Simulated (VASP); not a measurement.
# W in VASP: single point with PBEsol

Aim: the single point of W with PBEsol.

Everything below comes from runs of VASP 6.6.1. Logs are shortened: lines on timing, memory, paths and dates and some standing lists are left out, and cuts for length are marked.

**1. The cell of the first run**

The cell holds a slab with vacuum, 6 atoms: a = 4.461 Å, b = 4.461 Å, c = 18.553 Å, α = 90.00°, β = 90.00°, γ = 120.00°.

**2. Single point, PBEsol**

The input, INCAR:

```
PREC = Accurate ; ENCUT = 520
EDIFF = 1E-7 ; ISMEAR = 0
SIGMA = 0.1 ; LREAL = False
LASPH = True ; NELM = 60
ALGO = Fast ; ISIF = 2
LWAVE = False ; LCHARG = False
LDIPOL = True ; IDIPOL = 3
DIPOL = 0.5 0.5 0.496 ; GGA = PS
NBANDS = 51
```

The input, KPOINTS:

```
Automatic mesh
0
Gamma
  9 9 1
```

The input, POSCAR:

```
W
1.0
    4.4611858937      0.0000000000      0.0000000000
   -2.2305929468      3.8635003149      0.0000000000
    0.0000000000      0.0000000000     18.5531787863
W
6
Direct
    0.6666666667      0.3333333333      0.3772938363
    0.3333333333      0.6666666667      0.4263763018
    0.0000000000      0.0000000000      0.4754587673
    0.6666666667      0.3333333333      0.5238408629
    0.3333333333      0.6666666667      0.5658875610
    0.0000000000      0.0000000000      0.6067660947
```

Potentials or basis: VASP PAW PBE potentials, release 64 (W_sv).

Started as:

```console
cat potpaw_PBE.64/W_sv/POTCAR > POTCAR
mpirun -np 1 vasp_std > vasp.out
```

OUTCAR:

```text
PREC = Accurate
   ENCUT = 520
   EDIFF = 1E-7
   ISMEAR = 0
   LREAL = False
   LASPH = True
   NELM = 60
   ISIF = 2
   GGA = PS

 ion  position               nearest neighbor table
   1  0.667  0.333  0.377-   4 2.72   2 2.73   2 2.73   2 2.73   3 3.15   3 3.15   3 3.15
   2  0.333  0.667  0.426-   5 2.59   1 2.73   3 2.73   1 2.73   3 2.73   3 2.73   1 2.73   4 3.15
                             4 3.15   4 3.15
   3  0.000  0.000  0.475-   6 2.44   4 2.73   4 2.73   4 2.73   2 2.73   2 2.73   2 2.73   5 3.07
                             5 3.07   5 3.07   1 3.15   1 3.15   1 3.15
   4  0.667  0.333  0.524-   5 2.69   5 2.69   5 2.69   1 2.72   3 2.73   3 2.73   3 2.73   6 3.00
                             6 3.00   6 3.00   2 3.15   2 3.15   2 3.15
   5  0.333  0.667  0.566-   2 2.59   6 2.69   6 2.69   6 2.69   4 2.69   4 2.69   4 2.69   3 3.07
                             3 3.07   3 3.07
   6  0.000  0.000  0.607-   3 2.44   5 2.69   5 2.69   5 2.69   4 3.00   4 3.00   4 3.00

  LATTYP: Found a hexagonal cell.
 ALAT       =     4.4611858937
 C/A-ratio  =     4.1587997515

  Lattice vectors:

 A1 = (   4.4611858937,   0.0000000000,   0.0000000000)
 A2 = (  -2.2305929468,   3.8635003149,   0.0000000000)
 A3 = (   0.0000000000,   0.0000000000,  18.5531787863)

Analysis of symmetry for initial positions (statically):
=====================================================================
 Subroutine PRICEL returns:
 Original cell was already a primitive cell.

 Routine SETGRP: Setting up the symmetry group for a
 hexagonal supercell.

 Subroutine GETGRP returns: Found  6 space group operations
 (whereof  6 operations were pure point group operations)
 out of a pool of 24 trial point group operations.

The static configuration has the point symmetry C_3v.

Analysis of symmetry for dynamics (positions and initial velocities):
=====================================================================
 Subroutine PRICEL returns:
 Original cell was already a primitive cell.

 Routine SETGRP: Setting up the symmetry group for a
 hexagonal supercell.

 Subroutine GETGRP returns: Found  6 space group operations
 (whereof  6 operations were pure point group operations)
 out of a pool of 24 trial point group operations.

The dynamic configuration has the point symmetry C_3v.

 Subroutine INISYM returns: Found  6 space group operations
 (whereof  6 operations are pure point group operations),
 and found     1 'primitive' translations

----------------------------------------------------------------------------------------

                                     Primitive cell

  volume of cell :     319.7788

  direct lattice vectors                    reciprocal lattice vectors
     4.461185894  0.000000000  0.000000000     0.224155645  0.129416322  0.000000000
    -2.230592947  3.863500315  0.000000000     0.000000000  0.258832644  0.000000000
     0.000000000  0.000000000 18.553178786     0.000000000  0.000000000  0.053899119

  length of vectors
     4.461185894  4.461185894 18.553178786     0.258832644  0.258832644  0.053899119

  position of ions in fractional coordinates (direct lattice)
     0.666666667  0.333333333  0.377293836
     0.333333333  0.666666667  0.426376302
     0.000000000  0.000000000  0.475458767
     0.666666667  0.333333333  0.523840863
     0.333333333  0.666666667  0.565887561
     0.000000000  0.000000000  0.606766095

  ion indices of the primitive-cell ions
   primitive index   ion index
                 1           1
                 2           2
                 3           3
                 4           4
                 5           5
                 6           6

----------------------------------------------------------------------------------------

 KPOINTS: Automatic mesh

Automatic generation of k-mesh.
 Grid dimensions read from file:
 generate k-points for:    9    9    1

 Generating k-lattice:

  Cartesian coordinates                     Fractional coordinates (reciprocal lattice)
     0.024906183  0.014379591  0.000000000     0.111111111  0.000000000  0.000000000
     0.000000000  0.028759183  0.000000000     0.000000000  0.111111111  0.000000000
     0.000000000  0.000000000  0.053899119     0.000000000  0.000000000  1.000000000

  Length of vectors
     0.028759183  0.028759183  0.053899119

  Shift w.r.t. Gamma in fractional coordinates (k-lattice)
     0.000000000  0.000000000  0.000000000

 Subroutine IBZKPT returns following result:
 ===========================================

 Found     12 irreducible k-points:

 Following reciprocal coordinates:
            Coordinates               Weight
  0.000000  0.000000  0.000000      1.000000
  0.111111 -0.000000  0.000000      6.000000
  0.222222 -0.000000  0.000000      6.000000
  0.333333 -0.000000  0.000000      6.000000
  0.444444 -0.000000  0.000000      6.000000
  0.111111  0.111111  0.000000      6.000000
  0.222222  0.111111  0.000000     12.000000
  0.333333  0.111111  0.000000     12.000000
  0.444444  0.111111  0.000000      6.000000
  0.222222  0.222222  0.000000      6.000000
  0.333333  0.222222  0.000000     12.000000
  0.333333  0.333333  0.000000      2.000000
   k-points           NKPTS =     12   k-points in BZ     NKDIM =     12   number of bands    NBANDS=     51
   number of dos      NEDOS =    301   number of ions     NIONS =      6
   total plane-waves  NPLWV = 181440
   dimension x,y,z NGX =    36 NGY =   36 NGZ =  140
   dimension x,y,z NGXF=    72 NGYF=   72 NGZF=  280
   ions per type =               6
   NGX,Y,Z   is equivalent  to a cutoff of  13.42, 13.42, 12.54 a.u.
   NGXF,Y,Z  is equivalent  to a cutoff of  26.83, 26.83, 25.09 a.u.
 SYSTEM =  unknown system
   PREC   = accura    normal or accurate (medium, high low for compatibility)
   ISTART =      0    job   : 0-new  1-cont  2-samecut
   ICHARG =      2    charge: 1-file 2-atom 10-const
   ISPIN  =      1    spin polarized calculation?
   LNONCOLLINEAR =      F non collinear calculations
   LSORBIT =      F    spin-orbit coupling
   LASPH  =      T    aspherical Exc in radial PAW
   ENCUT  =  520.0 eV  38.22 Ry    6.18 a.u.   8.29  8.29 34.50*2*pi/ulx,y,z
   NELM   =     60;   NELMIN=  2; NELMDL= -5     # of ELM steps
   EDIFF  = 0.1E-06   stopping-criterion for ELM
   LREAL  =      F    real-space projection
   EDIFFG = 0.1E-05   stopping-criterion for IOM
   NSW    =      0    number of steps for IOM
   IBRION =     -1    ionic relax: 0-MD 1-quasi-New 2-CG
   NFREE  =      0    steps in history (QN), initial steepest desc. (CG)
   ISIF   =      2    stress and relaxation
   ISYM   =      2    0-nonsym 1-usesym 2-fastsym
   POTIM  = 0.5000    time-step for ionic-motion
   TEBEG  =    0.0;   TEEND  =   0.0 temperature during run
   PSTRESS=    0.0 pullay stress
   NELECT =      84.0000    total number of electrons
   NUPDOWN=      -1.0000    fix difference up-down
   EMIN   =  10.00;   EMAX   =-10.00  energy-range for DOS
   EFERMI =   0.00;   METHOD = LEGACY
   ISMEAR =     0;   SIGMA  =   0.10  broadening in eV -4-tet -1-fermi 0-gaus
   EFERMI_NEDOS =   21; number of points for ismear=-14 and -15
   IALGO  =     68    algorithm
   IMIX   =      4    mixing-type and parameters
     AMIX     =   0.40;   BMIX     =  1.00
     AMIX_MAG =   1.60;   BMIX_MAG =  1.00
  volume/ion in A,a.u.               =      53.30       359.66
  Fermi-wavevector in a.u.,A,eV,Ry     =   1.048459  1.981300 14.956422  1.099266
  Thomas-Fermi vector in A             =   2.183381
   LORBIT       =      0    0 simple, 1 ext, 2 COOP (PROOUT), +10 PAW based schemes
   GGA     = PS    functional components
   LHFCALC =     F    Hartree Fock is set to
   AEXX    =    0.0000 exact exchange contribution
   IVDW    =     0    specifies the selected vdW correction
   LEPSILON=     F    determine dielectric tensor
   LRPA    =     F    only Hartree local field effects (RPA)
 non-spin polarized calculation
 RMM-DIIS sequential band-by-band and
 Gauss-broadening in eV      SIGMA  =   0.10
  energy-cutoff  :      520.00
  volume of cell :      319.78
 maximum number of plane-waves:      8663
 NGX is ok and might be reduce to    36
   NGX = 17   NGY = 17   NGZ = 69

 dipolmoment           0.000000      0.000000     -0.013169 electrons x Angstroem

 number of electron      84.0000005 magnetization

 dipolmoment           0.000000      0.000000      0.028139 electrons x Angstroem

 Free energy of the ion-electron system (eV)
  ---------------------------------------------------
  ext. energy  EPLUGINS =         0.00000000
  ---------------------------------------------------
  free energy    TOTEN  =       -73.85524647 eV

  energy without entropy =      -73.81607801  energy(sigma->0) =      -73.83566224

 E-fermi :   0.4411     XC(G=0):  -5.3069

 val. band max:        0.4210339589   @ k =   0.2222   0.2222   0.0000
 cond. band min:       0.4457559807   @ k =   0.3333  -0.0000   0.0000
 fundamental gap:      0.0247220218
 Fermi energy:         0.4410728148

 k-point     1 :       0.0000    0.0000    0.0000
  band No.  band energies     occupation
      1     -73.5448      2.00000
      2     -73.4881      2.00000
      3     -73.4131      2.00000
      4     -73.2888      2.00000
      5     -73.2461      2.00000
      6     -73.1260      2.00000
[... 43 lines left out ...]
     50       2.8560      0.00000
     51       3.3669      0.00000

 k-point     2 :       0.1111   -0.0000    0.0000
  band No.  band energies     occupation
      1     -73.5412      2.00000
      2     -73.4872      2.00000
      3     -73.4149      2.00000
      4     -73.2872      2.00000
      5     -73.2480      2.00000
      6     -73.1285      2.00000
[... 532 lines left out ...]
 k-point    12 :       0.3333    0.3333    0.0000
  band No.  band energies     occupation
      1     -73.5071      2.00000
      2     -73.4752      2.00000
      3     -73.4353      2.00000
      4     -73.2702      2.00000
      5     -73.2670      2.00000
      6     -73.1534      2.00000
[... 43 lines left out ...]
     50       2.0598      0.00000
     51       2.5881      0.00000

------------------------ aborting loop because EDIFF is reached ----------------------------------------

 vacuum level on the upper side and lower side of the slab       (xc-potential included)         0.035        -0.264

  FORCE on cell =-STRESS in cart. coord.  units (eV):
  Direction    XX          YY          ZZ          XY          YZ          ZX
  --------------------------------------------------------------------------------------
  -------------------------------------------------------------------------------------
  Total       -6.3487117     -6.3487117     -3.9767054     -0.0000000      0.0000000      0.0000000
  in kB      -31.8087487    -31.8087487    -19.9243607     -0.0000000      0.0000000      0.0000000
  external PRESSURE =     -27.8472860 kB  Pullay stress =       0.0000000 kB

 VOLUME and BASIS-vectors are now :
 -----------------------------------------------------------------------------
  energy-cutoff  :      520.00
  volume of cell :      319.78
      direct lattice vectors                 reciprocal lattice vectors
     4.461185894  0.000000000  0.000000000     0.224155645  0.129416322  0.000000000
    -2.230592947  3.863500315  0.000000000     0.000000000  0.258832644  0.000000000
     0.000000000  0.000000000 18.553178786     0.000000000  0.000000000  0.053899119

 POSITION                                       TOTAL-FORCE (eV/Angst)
 -----------------------------------------------------------------------------------
      2.23059      1.28783      7.00000        -0.000000      0.000000      2.512119
     -0.00000      2.57567      7.91064         0.000000     -0.000000     -0.368794
      0.00000      0.00000      8.82127         0.000000     -0.000000     -2.296387
      2.23059      1.28783      9.71891        -0.000000     -0.000000      0.010909
     -0.00000      2.57567     10.49901         0.000000     -0.000000      0.039665
      0.00000      0.00000     11.25744         0.000000     -0.000000      0.102488
 -----------------------------------------------------------------------------------
    total drift:                               -0.000000      0.000000     -0.000054

  FREE ENERGIE OF THE ION-ELECTRON SYSTEM (eV)
  ---------------------------------------------------
  free  energy   TOTEN  =       -73.8552464655 eV

  energy  without entropy=      -73.8160780127  energy(sigma->0) =      -73.83566224

 vacuum level on the upper side and lower side of the slab         4.648         4.336
```

It took 17 min on 1 thread of Intel Xeon 8259CL, shared host; peak memory 0.5 GiB.

Results:

- Free energy: -73.8552 eV
- Largest force: 2.512 eV/Å
- Band gap on the k mesh: zero (bands 42 and 43 overlap by 0.22 eV)

Forces on the atoms (eV/Å):
```
W    0.000  0.000  2.512
W    0.000  0.000 -0.369
W    0.000  0.000 -2.296
W    0.000  0.000  0.011
W    0.000  0.000  0.040
W    0.000  0.000  0.102
```

Caveat: the PAW data sets were made with another functional, which shifts forces and pressure a little; spin-orbit coupling is left out, which moves the levels of the heavy elements.

The gap in the log of VASP goes by the Fermi energy; the results here count the filled bands.